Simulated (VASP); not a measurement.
Set up this calculation in VASP 6.6.1, as the native input.

| Quantity | Value |
| --- | --- |
| Task | single point |
| Functional | LDA |
| Potentials or basis | VASP PAW LDA potentials, release 64 (Be, Te) |
| Cutoff | 520 eV |
| k mesh | 8 × 8 × 8 |
| Occupations | gaussian, width 0.01 eV |
| Spin | no spin polarisation |
| Dipole correction | no |
| Further INCAR settings | ALGO = Normal; EDIFF = 1e-06; NBANDS = 11 |

The structure of BeTe lies in POSCAR:

```
BeTe
1.0
    0.0000000000      2.7505456533      2.7505456533
    2.7505456533      0.0000000000      2.7505456533
    2.7505456533      2.7505456533      0.0000000000
Be Te
1 1
Direct
    0.0000000000      0.0000000000      0.0000000000
    0.7500000000      0.7500000000      0.7500000000
```

The input as run:

INCAR

```
ALGO     = Normal         # electronic algorithm
EDIFF    = 1E-6           # SCF threshold, eV
ENCUT    = 520            # plane-wave cutoff, eV
ISIF     = 2              # what is computed and relaxed
ISMEAR   = 0              # smearing method
LASPH    = T              # aspherical terms in the spheres
LCHARG   = F              # write CHGCAR
LREAL    = F              # projectors in reciprocal space
LWAVE    = F              # write WAVECAR
NBANDS   = 11             # bands
NELM     = 60             # most SCF steps
PREC     = Accurate       # precision mode
SIGMA    = 0.01           # smearing width, eV
```

KPOINTS

```
k-points
0
Gamma
  8 8 8
```

Potentials or basis: VASP PAW LDA potentials, release 64 (Be, Te).

Launch:

```sh
$ cat potpaw_LDA.64/Be/POTCAR potpaw_LDA.64/Te/POTCAR > POTCAR
$ mpirun -np 1 vasp_std > vasp.out
```

Results of the run:

```
Pressure               : 2.3 GPa
Band gap on the k mesh : 1.70 eV, indirect (least direct gap 3.52 eV)
```

Caveat: spin-orbit coupling is left out, which moves the levels of the heavy elements.

Wall time 5.8 s on 1 thread of Intel(R) Xeon(R) 6975P-C (Granite Rapids) (shared host), peak memory 0.15 GiB.
